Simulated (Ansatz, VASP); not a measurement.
# One calculation of Ta2C, two programs

The input INCAR:

```
SYSTEM = Ta2C
PREC = Accurate
ENCUT = 520
EDIFF = 1E-7
ISMEAR = 0
SIGMA = 0.15
LREAL = .FALSE.
LASPH = .TRUE.
NELM = 60
ALGO = Normal
ISIF = 2
LWAVE = .FALSE.
LCHARG = .FALSE.
GGA = PS
NBANDS = 35
```

File KPOINTS:

```
regular mesh
0
G
  17 17 5
  0 0 0
```

Contents of POSCAR:

```
Ta2C
1.0
   -1.5476503522     -2.6806090424      0.0000000000
    1.5476503522     -2.6806090424      0.0000000000
    0.0000000000      0.0000000000     10.3421605593
Ta C
4 2
Direct
    0.6666666667      0.6666666667      0.8340659980
    0.6666666667      0.6666666667      0.3582388967
    0.3333333333      0.3333333333      0.1175882045
    0.3333333333      0.3333333333      0.5934153058
    1.0000000000      0.0000000000      0.7137406519
    1.0000000000      0.0000000000      0.2379135506
```

Input for Ansatz:

```yaml
crystal:
  lattice:
    - [-1.5476503522, -2.6806090424, 0.0]
    - [1.5476503522, -2.6806090424, 0.0]
    - [0.0, 0.0, 10.3421605593]
  atoms:
    - { symbol: Ta, position: [0.6666666667, 0.6666666667, 0.834065998] }
    - { symbol: Ta, position: [0.6666666667, 0.6666666667, 0.3582388967] }
    - { symbol: Ta, position: [0.3333333333, 0.3333333333, 0.1175882045] }
    - { symbol: Ta, position: [0.3333333333, 0.3333333333, 0.5934153058] }
    - { symbol: C, position: [1.0, 0.0, 0.7137406519] }
    - { symbol: C, position: [1.0, 0.0, 0.2379135506] }
basis:
  ecutwfc: 420
kpoints:
  mp_grid: { grid: [17, 17, 5] }
hamiltonian:
  xc: pbesol
scf:
  occupations: { method: gaussian, width: 0.15 }
output:
  forces: true
  stress: true
  eigenvalues: true
```

Alike in both runs: task single point; functional PBEsol; k mesh 17 × 17 × 5; occupations gaussian, width 0.15 eV; no spin polarisation.

|  | VASP | Ansatz |
| --- | --- | --- |
| version | VASP 6.6.1 | Ansatz 0.2.0 |
| potentials or method | VASP PAW PBE potentials, release 64 (Ta_pv, C), cutoff 520 eV | scalar-relativistic, plane waves, PAW |
| valence electrons in the cell | 52 | 60 |

```tsv
	VASP	Ansatz	Ansatz less VASP
gap on the k mesh at the Fermi level (eV)	none	none	-
pressure (GPa)	-5.7	-6.2	-0.47
traceless stress, the component that is largest in VASP (GPa)	-6.75	-6.74	+0.002
rms of the force components (eV/Å)	0.574	0.565	-0.0086
```

VASP's potentials were made for PBE, not for PBEsol. Atom by atom the forces differ by 0.020 eV/Å (rms over components). A gap of «none» marks a metal or a gap that the smearing closes. VASP's potentials hold 52 valence electrons a cell and Ansatz's 60, so a difference there can come from the potentials and not from the codes.

Neither program's run includes spin-orbit coupling.
